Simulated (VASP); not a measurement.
**Sb: relaxation of cell and atoms with r2SCAN**

The system is Sb.

```
CELL_PARAMETERS angstrom
3.21000 0.00000 0.00000
0.00000 3.21000 0.00000
0.00000 0.00000 3.21000
ATOMIC_POSITIONS crystal
Sb 0.00000 0.00000 0.00000
```

```yaml
Program: VASP 6.6.1
Task: relaxation of cell and atoms
Functional: r2SCAN
Potentials_or_basis: VASP PAW PBE potentials, release 64 (Sb)
Cutoff: 600 eV
k_mesh: 6 × 6 × 6
Occupations: gaussian, width 0.1 eV
Spin: no spin polarisation
Dipole_correction: no
Further_INCAR_settings: ALGO = Normal; EDIFF = 1e-07; IBRION = 2; EDIFFG = -0.02; NSW = 80; ISIF = 3
```

```
Relaxed volume                         : 29.43 Å³/atom
Relaxed cell                           : a = 3.088 Å, b = 3.088 Å, c = 3.088 Å, α = 90.00°, β = 90.00°, γ = 90.00°
Space group after relaxing (to 0.05 Å) : Pm-3m (No. 221)
Energy gained by relaxing              : 53.2 meV/atom
Ionic steps                            : 4
Pressure after relaxing                : 0.0 GPa
```

Step by step:
```csv
step,energy change (eV),largest force (eV/Å),pressure (GPa),volume (Å³)
1,0.0000,0.0000,-4.38,33.08
2,-0.0517,0.0000,0.98,28.93
3,-0.0531,0.0000,-0.13,29.50
4,-0.0532,0.0000,0.00,29.43
```

Final structure:
```
CELL_PARAMETERS angstrom
3.08753 0.00000 0.00000
0.00000 3.08753 0.00000
0.00000 0.00000 3.08753
ATOMIC_POSITIONS crystal
Sb 0.00000 0.00000 0.00000
```

Levels at points of the mesh, in eV from the Fermi level:
| k point | band 1 | band 2 | band 3 | band 4 | band 5 | band 6 |
| --- | --- | --- | --- | --- | --- | --- |
| (0.00, 0.00, 0.00) | -13.38 | 3.18 | 3.18 | 3.18 | 6.96 | 6.96 |
| (0.50, 0.00, 0.00) | -10.76 | -6.27 | 5.36 | 5.36 | 9.07 | 11.08 |
| (0.50, 0.50, 0.00) | -7.92 | -4.15 | -4.15 | 2.13 | 7.62 | 13.31 |
| (0.50, 0.50, 0.50) | -4.67 | -2.14 | -2.14 | -2.14 | 4.85 | 4.85 |

Wall time 37 s on 1 thread of Intel(R) Xeon(R) 6975P-C (Granite Rapids), on a shared host, peak memory 0.16 GiB.

Caveat: the PAW data sets were made with another functional, which shifts forces and pressure a little; spin-orbit coupling is left out, which moves the levels of the heavy elements.
